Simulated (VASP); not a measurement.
Hf:

```
Hf
1.0
     0.00000    2.23500    2.23500
     2.23500    0.00000    2.23500
     2.23500    2.23500    0.00000
Hf
1
Direct
  0.00000 0.00000 0.00000
```

This isn't the form of Hf at room conditions, which is hcp.

* Program: VASP 6.6.1
* Task: relaxation of cell and atoms
* Functional: LDA
* Potentials or basis: VASP PAW LDA potentials, release 64 (Hf_pv)
* Cutoff: 500 eV
* k mesh: 8 × 8 × 8
* Occupations: fermi-dirac, width 0.05 eV
* Spin: no spin polarisation

At the start: pressure -7.7 GPa; volume 22.33 Å³/atom.

Q: How do energy, volume and symmetry change on relaxing?

A: Over 4 steps the energy falls by 44.1 meV/atom and the volume is 20.61 Å³/atom (-7.7 %); space group Fm-3m (No. 225, to 0.1 Å) before and after.

The path:
```
step  energy change (eV)  largest force (eV/Å)  pressure (GPa)  volume (Å³)
   1              0.0000                0.0000           -7.72        22.33
   2              0.0058                0.0000           10.89        19.03
   3             -0.0440                0.0000           -0.15        20.64
   4             -0.0441                0.0000            0.03        20.61
```

Final structure:
```xyz
1
Lattice="0.0000 2.1760 2.1760 2.1760 0.0000 2.1760 2.1760 2.1760 0.0000" Properties=species:S:1:pos:R:3 pbc="T T T"
Hf    0.0000    0.0000    0.0000
```
